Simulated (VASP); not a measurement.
Here is a VASP 6.6.1 calculation.

INCAR

```
PREC     = Accurate       # precision mode
ENCUT    = 520            # plane-wave cutoff, eV
EDIFF    = 1E-6           # SCF threshold, eV
ISMEAR   = 0              # smearing method
SIGMA    = 0.1            # smearing width, eV
LREAL    = False          # projectors in reciprocal space
LASPH    = True           # aspherical terms in the spheres
NELM     = 150            # most SCF steps
ALGO     = Normal         # electronic algorithm
ISIF     = 2              # what is computed and relaxed
LWAVE    = False          # write WAVECAR
LCHARG   = False          # write CHGCAR
ISPIN    = 2              # spin polarisation
MAGMOM   = 0 0 0 0 1      # initial moments
LORBIT   = 11             # projections on sites
GGA      = PE             # functional
NBANDS   = 29             # bands
```

Contents of KPOINTS:

```
Automatic mesh
0
Gamma
  4 4 4
```

File POSCAR:

```
Be2Cd2O
1.0
    4.5465467984      0.0000000000      0.0000000000
    0.0000000000      4.5465467984      0.0000000000
    0.0000000000      0.0000000000      3.9669386010
Be Cd O
2 2 1
Direct
    0.5000000000      0.5000000000      0.2465706640
    0.5000000000      0.5000000000      0.7534293360
    0.0000000000      0.5000000000      0.5000000000
    0.5000000000      0.0000000000      0.5000000000
    0.0000000000      0.0000000000      0.0000000000
```

Potentials or basis: VASP PAW PBE potentials, release 64 (Be, Cd, O).

Run with:

```console
$ cat potpaw_PBE.64/Be/POTCAR potpaw_PBE.64/Cd/POTCAR potpaw_PBE.64/O/POTCAR > POTCAR
$ mpirun -np 1 vasp_std > vasp.out
```

Q: Estimate the pressure.

A: 0.8 GPa.

Q: What does it give for the net moment?

A: 1.43 μB per cell.

Q: Estimate the largest force.

A: 0.239 eV/Å.

Q: Estimate the site moments.

A: Be +0.17; Cd +0.04; O +0.73 μB.

Stress tensor (GPa, compression positive):
```
1.00 0.00 0.00
0.00 1.00 0.00
0.00 0.00 0.48
```

Caveat: the k points lie up to 0.40 Å⁻¹ apart.
